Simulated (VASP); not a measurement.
Runs of VASP 6.6.1 on AlN. The structure is that of space group F-43m (No. 216), or close to it. The cells are those of the table. 

```csv
level,cell,smearing,gap on the mesh (eV),pressure (GPa)
PBE,"a = 3.090, b = 3.090, c = 3.055 Å, angles 60.4, 60.4, 59.2°, 2 atoms",fermi-dirac 0.02 eV,(b),6.7
PBE,"a = 3.159 Å, angles 58.6°, 2 atoms",fermi-dirac 0.02 eV,3.19,-2.1
r2SCAN,"a = 3.090, b = 3.090, c = 3.055 Å, angles 60.4, 60.4, 59.2°, 2 atoms",gaussian 0.01 eV,(a),2.0
r2SCAN,"a = 3.159 Å, angles 58.6°, 2 atoms",gaussian 0.01 eV,3.80,-6.8
```

Alike in all rows: task single point; potentials or basis VASP PAW PBE potentials, release 64 (Al, N); no spin polarisation; k mesh 10 × 10 × 10; cutoff (eV) 520.

Task: Fill in the values left out.

Result: (a) 3.87; (b) 3.26.

Caveats: the PAW data sets were made with another functional, which shifts forces and pressure a little (some runs).

A k mesh can miss the band edges.
